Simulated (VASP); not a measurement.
# AlRu (CsCl type): single point with PBE

AlRu (CsCl type):

```
Ru Al
1.0
     2.72810    0.00000    0.00000
     0.00000    2.72810    0.00000
     0.00000    0.00000    2.72810
Ru Al
1 1
Cartesian
  0.0000 0.0000 0.0000
  1.3640 1.3640 1.3640
```

* Program: VASP 6.6.1
* Task: single point
* Functional: PBE
* Potentials or basis: VASP PAW PBE potentials, release 64 (Ru_pv, Al)
* Cutoff: 520 eV
* k mesh: 15 × 15 × 15
* Occupations: fermi-dirac, width 0.08 eV
* Spin: no spin polarisation

- Pressure: 110.4 GPa

Levels at points of the mesh, in eV from the Fermi level:
```tsv
k point	band 5	band 6	band 7	band 8	band 9	band 10	band 11	band 12	band 13	band 14
(0.00, 0.00, 0.00)	-5.43	-5.43	0.24	0.24	0.24	7.57	7.57	7.57	12.15	12.65
```

It took 38 s on 1 thread of AMD EPYC 7R43 64-Core Processor (Zen 3), with other jobs on the host, peak memory 0.11 GiB.
